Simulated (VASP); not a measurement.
**ZnSe: elastic constants with LDA**

ZnSe:

```
CELL_PARAMETERS angstrom
0.00000 2.68453 2.68453
2.68453 0.00000 2.68453
2.68453 2.68453 0.00000
ATOMIC_POSITIONS crystal
Zn 0.00000 0.00000 0.00000
Se 0.75000 0.75000 0.75000
```

```yaml
Program: VASP 6.6.1
Task: elastic constants
Functional: LDA
Potentials_or_basis: VASP PAW LDA potentials, release 64 (Zn, Se)
Cutoff: 600 eV
k_mesh: 8 × 8 × 8
Occupations: gaussian, width 0.01 eV
Spin: no spin polarisation
Dipole_correction: no
Ions_in_elastic_constants: relaxed
Further_INCAR_settings: ALGO = Normal; EDIFF = 1e-08; NBANDS = 16; IBRION = 6; POTIM = 0.015; NSW = 1; ISIF = 3
```

The elastic constants C11, C12, C44 are 128, 96, 42 GPa and the voigt bulk modulus is 106 GPa. The highest phonon frequency at Γ, LO-TO splitting left out is 263 cm⁻¹.

Phonon frequencies in cm⁻¹ (negative: imaginary):
```tsv
q point	frequencies
(0.000, 0.000, 0.000)	0 0 0 263 263 263
```

Elastic tensor in Voigt notation (GPa, in the Cartesian axes of the cell as first typed):
```
128  96  96   0   0   0
 96 128  96   0   0   0
 96  96 128   0   0   0
  0   0   0  42   0   0
  0   0   0   0  42   0
  0   0   0   0   0  42
```

Clamped-ion elastic tensor (GPa):
```
128  96  96   0   0   0
 96 128  96   0   0   0
 96  96 128   0   0   0
  0   0   0 100   0   0
  0   0   0   0 100   0
  0   0   0   0   0 100
```

It took 7.7 min on 1 thread of Intel(R) Xeon(R) 6975P-C (Granite Rapids) (shared host), peak memory 0.31 GiB.

Caveat: the cell is under stress, which shifts elastic constants.
